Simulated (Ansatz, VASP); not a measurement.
ScSi5 in VASP and in Ansatz

```
Sc Si
1.0
     5.14628    0.00000    0.00000
     0.00000    5.14628    0.00000
     0.00000    0.00000    5.13547
Sc Si
1 5
Cartesian
  2.5731 2.5731 2.5677
  0.0000 1.4371 3.2981
  1.4371 0.0000 1.8373
  3.7091 0.0000 1.8373
  0.0000 3.7091 3.2981
  0.0000 0.0000 0.0000
```

Alike in both runs: task relaxation of cell and atoms; functional PBE; k mesh 8 × 8 × 8; occupations gaussian, width 0.1 eV; no spin polarisation.

|  | VASP | Ansatz |
| --- | --- | --- |
| version | VASP 6.6.1 | Ansatz 0.2.0 |
| potentials or method | VASP PAW PBE potentials, release 64 (Sc_sv, Si), cutoff 600 eV | scalar-relativistic, plane waves, PAW |
| valence electrons in the cell | 31 | 31 |

```csv
,VASP,Ansatz,Ansatz less VASP
"gap on the k mesh at the Fermi level, each at its own relaxed structure (eV)",none,none,-
relaxed volume (Å³/atom),22.74,22.74,+0.006
relaxed cell length with the largest relative difference (Å),5.152,5.158,+0.0059
```

A gap of «none» marks a metal or a gap that the smearing closes.
